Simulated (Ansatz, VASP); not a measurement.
**Be in VASP and in Ansatz**

INCAR

```
PREC     = Accurate       # precision mode
ENCUT    = 600            # plane-wave cutoff, eV
EDIFF    = 1E-6           # SCF threshold, eV
ISMEAR   = 0              # smearing method
SIGMA    = 0.1            # smearing width, eV
LREAL    = False          # projectors in reciprocal space
LASPH    = True           # aspherical terms in the spheres
NELM     = 80             # most SCF steps
ALGO     = Fast           # electronic algorithm
ISIF     = 3              # what is computed and relaxed
LWAVE    = False          # write WAVECAR
LCHARG   = False          # write CHGCAR
GGA      = PE             # functional
IBRION   = 2              # ionic algorithm
NSW      = 100            # ionic steps
EDIFFG   = -0.01          # ionic threshold
```

File KPOINTS:

```
Automatic mesh
0
Gamma
  27 27 16
```

Contents of POSCAR:

```
Be
1.0
    2.2613050542      0.0000000000      0.0000000000
   -1.1306525271      1.9583476226      0.0000000000
    0.0000000000      0.0000000000      3.5673443313
Be
2
Direct
    0.6666666667      0.3333333333      0.2500000000
    0.3333333333      0.6666666667      0.7500000000
```

Input for Ansatz:

```yaml
crystal:
  lattice:
    - [2.2613050542, 0.0, 0.0]
    - [-1.1306525271, 1.9583476226, 0.0]
    - [0.0, 0.0, 3.5673443313]
  atoms:
    - { symbol: Be, position: [0.6666666667, 0.3333333333, 0.25] }
    - { symbol: Be, position: [0.3333333333, 0.6666666667, 0.75] }
basis:
  ecutwfc: 420
kpoints:
  mp_grid: { grid: [27, 27, 16] }
hamiltonian:
  xc: pbe
scf:
  occupations: { method: gaussian, width: 0.1 }
output:
  forces: true
  stress: true
  eigenvalues: true
relax:
  adjacent_minimum: "off"
  f_tol: 0.01
  max_steps: 80
  cell: { stress_tol: 0.05 }
```

Change from the starting cell: the structure that the rattled lonsdaleite type (P6_3/mmc, No. 194) fell into.

Alike in both runs: task relaxation of cell and atoms; functional PBE; k mesh 27 × 27 × 16; occupations gaussian, width 0.1 eV; no spin polarisation.

|  | VASP | Ansatz |
| --- | --- | --- |
| version | VASP 6.6.1 | Ansatz 0.2.0 |
| potentials or method | VASP PAW PBE potentials, release 64 (Be), cutoff 600 eV | scalar-relativistic, plane waves, PAW |
| valence electrons in the cell | 4 | 4 |

|  | VASP | Ansatz | Ansatz less VASP |
| --- | --- | --- | --- |
| gap on the k mesh at the Fermi level, each at its own relaxed structure (eV) | none | none | - |
| relaxed volume (Å³/atom) | 7.92 | 7.91 | -0.007 |
| relaxed length of the cell vector where the two differ most in proportion (Å) | 3.563 | 3.560 | -0.0026 |

A gap of «none» marks a metal or a gap that the smearing closes.
